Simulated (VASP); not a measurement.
# Ba (Im-3m) in VASP: notebook, part 2 of 2

VASP 6.6.1.

### 5 Single point, LDA

This run uses another cell than the first one, of 63.25 Å³/atom, 1.179 times its volume.

Contents of INCAR:

```
PREC = Accurate
ENCUT = 520
EDIFF = 1E-6
ISMEAR = 0
SIGMA = 0.05
LREAL = F
LASPH = T
NELM = 60
ALGO = Normal
ISIF = 2
LWAVE = F
LCHARG = F
GGA = CA
NBANDS = 11
```

Contents of KPOINTS:

```
regular mesh
0
Gamma
  12 12 12
```

Contents of POSCAR:

```
Ba
1.0
   -2.5100000000      2.5100000000      2.5100000000
    2.5100000000     -2.5100000000      2.5100000000
    2.5100000000      2.5100000000     -2.5100000000
Ba
1
Direct
    0.0000000000      0.0000000000      0.0000000000
```

Potentials or basis: VASP PAW LDA potentials, release 64 (Ba_sv).

On the command line:

```
> cat potpaw_LDA.64/Ba_sv/POTCAR > POTCAR
> mpirun -np 1 vasp_std > vasp.out
```

OUTCAR:

```text
PREC = Accurate
   ENCUT = 520
   EDIFF = 1E-6
   ISMEAR = 0
   LREAL = F
   LASPH = T
   NELM = 60
   ISIF = 2
   GGA = CA

 ion  position               nearest neighbor table
   1  0.000  0.000  0.000-

  LATTYP: Found a body centered cubic cell.
 ALAT       =     5.0200000000

  Lattice vectors:

 A1 = (  -2.5100000000,   2.5100000000,   2.5100000000)
 A2 = (   2.5100000000,  -2.5100000000,   2.5100000000)
 A3 = (   2.5100000000,   2.5100000000,  -2.5100000000)

Analysis of symmetry for initial positions (statically):
=====================================================================
 Subroutine PRICEL returns:
 Original cell was already a primitive cell.

 Routine SETGRP: Setting up the symmetry group for a
 body centered cubic supercell.

 Subroutine GETGRP returns: Found 48 space group operations
 (whereof 48 operations were pure point group operations)
 out of a pool of 48 trial point group operations.

The static configuration has the point symmetry O_h .

Analysis of symmetry for dynamics (positions and initial velocities):
=====================================================================
 Subroutine PRICEL returns:
 Original cell was already a primitive cell.

 Routine SETGRP: Setting up the symmetry group for a
 body centered cubic supercell.

 Subroutine GETGRP returns: Found 48 space group operations
 (whereof 48 operations were pure point group operations)
 out of a pool of 48 trial point group operations.

The dynamic configuration has the point symmetry O_h .

 Subroutine INISYM returns: Found 48 space group operations
 (whereof 48 operations are pure point group operations),
 and found     1 'primitive' translations

----------------------------------------------------------------------------------------

                                     Primitive cell

  volume of cell :      63.2530

[... 105 lines left out ...]
     AMIX     =   0.40;   BMIX     =  1.00
     AMIX_MAG =   1.60;   BMIX_MAG =  1.00
  volume/ion in A,a.u.               =      63.25       426.85
  Fermi-wavevector in a.u.,A,eV,Ry     =   0.885213  1.672810 10.661553  0.783602
  Thomas-Fermi vector in A             =   2.006216
   LORBIT       =      0    0 simple, 1 ext, 2 COOP (PROOUT), +10 PAW based schemes
   GGA     = CA    functional components
   LHFCALC =     F    Hartree Fock is set to
   AEXX    =    0.0000 exact exchange contribution
   IVDW    =     0    specifies the selected vdW correction
   LEPSILON=     F    determine dielectric tensor
   LRPA    =     F    only Hartree local field effects (RPA)
 non-spin polarized calculation
 Gauss-broadening in eV      SIGMA  =   0.05
  energy-cutoff  :      520.00
  volume of cell :       63.25
 maximum number of plane-waves:      1724
   NGX = 17   NGY = 17   NGZ = 17

 number of electron      10.0000000 magnetization

 Free energy of the ion-electron system (eV)
  ---------------------------------------------------
  ext. energy  EPLUGINS =         0.00000000
  ---------------------------------------------------
  free energy    TOTEN  =        -2.21012156 eV

  energy without entropy =       -2.20816482  energy(sigma->0) =       -2.20914319

 E-fermi :   1.4178     XC(G=0):  -7.6034

 val. band max:        1.4150676293   @ k =  -0.4167   0.5000   0.2500
 cond. band min:       1.4404041510   @ k =   0.3333   0.2500   0.0833
 fundamental gap:      0.0253365217
 Fermi energy:         1.4178357457

 k-point     1 :       0.0000    0.0000    0.0000
  band No.  band energies     occupation
      1     -27.4140      2.00000
      2     -12.3774      2.00000
      3     -12.3774      2.00000
      4     -12.3774      2.00000
      5      -1.3371      2.00000
      6       3.1615      0.00000
      7       3.1615      0.00000
      8       3.1615      0.00000
      9       4.6099      0.00000
     10       4.6099      0.00000
     11       8.3853      0.00000
[... 309 lines left out ...]
 k-point    24 :       0.4167    0.0833    0.0833
  band No.  band energies     occupation
      1     -27.3699      2.00000
      2     -12.8104      2.00000
      3     -12.5484      2.00000
      4     -12.4111      2.00000
      5       0.7785      2.00000
      6       1.9729      0.00000
      7       2.5444      0.00000
      8       4.6698      0.00000
      9       5.1560      0.00000
     10       6.8556      0.00000
     11       6.9401      0.00000

 [... further k-points ...]
[... 5 lines left out ...]
  --------------------------------------------------------------------------------------
  -------------------------------------------------------------------------------------
  Total       -0.5001936     -0.5001936     -0.5001936     -0.0000000      0.0000000     -0.0000000
  in kB      -12.6697357    -12.6697357    -12.6697357     -0.0000000      0.0000000     -0.0000000
  external PRESSURE =     -12.6697357 kB  Pullay stress =       0.0000000 kB

 VOLUME and BASIS-vectors are now :
 -----------------------------------------------------------------------------
  energy-cutoff  :      520.00
  volume of cell :       63.25
      direct lattice vectors                 reciprocal lattice vectors
    -2.510000000  2.510000000  2.510000000     0.000000000  0.199203187  0.199203187
     2.510000000 -2.510000000  2.510000000     0.199203187  0.000000000  0.199203187
     2.510000000  2.510000000 -2.510000000     0.199203187  0.199203187  0.000000000

 POSITION                                       TOTAL-FORCE (eV/Angst)
 -----------------------------------------------------------------------------------
      0.00000      0.00000      0.00000         0.000000      0.000000     -0.000000
 -----------------------------------------------------------------------------------
    total drift:                               -0.000000      0.000000     -0.000000

  FREE ENERGIE OF THE ION-ELECTRON SYSTEM (eV)
  ---------------------------------------------------
  free  energy   TOTEN  =        -2.2101215569 eV

  energy  without entropy=       -2.2081648217  energy(sigma->0) =       -2.20914319
```

Run time: 51 s. Hardware: 1 thread of AMD EPYC 7R13, shared host; peak memory 0.15 GiB.

Results:

- Free energy: -2.2101 eV
- Pressure: -1.3 GPa
- Band gap on the k mesh: zero (band 5 reaches 1.93 eV, above the bottom of band 6 at 0.89 eV)

Caveat: spin-orbit coupling is left out, which moves the levels of the heavy elements.

### 6 Single point, LDA

This run uses another cell than the first one, of 62.71 Å³/atom, 1.169 times its volume.

Contents of INCAR:

```
  PREC = Accurate
  ENCUT = 520
  EDIFF = 1E-6
  ISMEAR = 0
  SIGMA = 0.05
  LREAL = False
  LASPH = True
  NELM = 80
  ALGO = Normal
  ISIF = 2
  LWAVE = False
  LCHARG = False
  GGA = CA
  NBANDS = 11
```

KPOINTS is that of step 5.

Contents of POSCAR:

```
Ba
1.0
   -2.5027367020      2.5027367020      2.5027367020
    2.5027367020     -2.5027367020      2.5027367020
    2.5027367020      2.5027367020     -2.5027367020
Ba
1
Direct
    0.0000000000      0.0000000000      0.0000000000
```

Potentials or basis: VASP PAW LDA potentials, release 64 (Ba_sv).

On the command line:

```
> cat potpaw_LDA.64/Ba_sv/POTCAR > POTCAR
> mpirun -np 1 vasp_std > vasp.out
```

Run time: 42 s. Hardware: 1 thread of AMD EPYC 7R13, shared host; peak memory 0.15 GiB.

Results (log left out):

- Free energy: -2.2144 eV
- Pressure: -1.2 GPa
- Band gap on the k mesh: zero (band 5 reaches 1.97 eV, above the bottom of band 6 at 0.90 eV)

Levels at points of the mesh, in eV from the Fermi level:
```tsv
k point	band 3	band 4	band 5	band 6	band 7	band 8
(0.00, 0.00, 0.00)	-13.78	-13.78	-2.76	1.75	1.75	1.75
(0.50, 0.00, 0.00)	-13.93	-13.78	-0.92	0.63	1.33	3.15
(0.50, 0.50, 0.50)	-14.11	-14.11	-0.54	-0.54	4.38	4.38
```

Caveat: spin-orbit coupling is left out, which moves the levels of the heavy elements.

### 7 Overview

| cell | gap on the mesh (eV) | pressure (GPa) |
| --- | --- | --- |
| a = 4.115 Å, angles 109.5°, 1 atom | none | 0.1 |
| a = 4.185 Å, angles 109.5°, 1 atom | none | -0.4 |
| a = 4.347 Å, angles 109.5°, 1 atom | none | -1.3 |
| a = 4.335 Å, angles 109.5°, 1 atom | none | -1.2 |

Alike in all rows: task single point; level LDA; potentials or basis VASP PAW LDA potentials, release 64 (Ba_sv); no spin polarisation; k mesh 12 × 12 × 12; cutoff (eV) 520; smearing gaussian 0.05 eV.

Caveats: spin-orbit coupling is left out, which moves the levels of the heavy elements.

Total energies depend on the potentials used, so only differences within one code and one set of settings carry meaning.
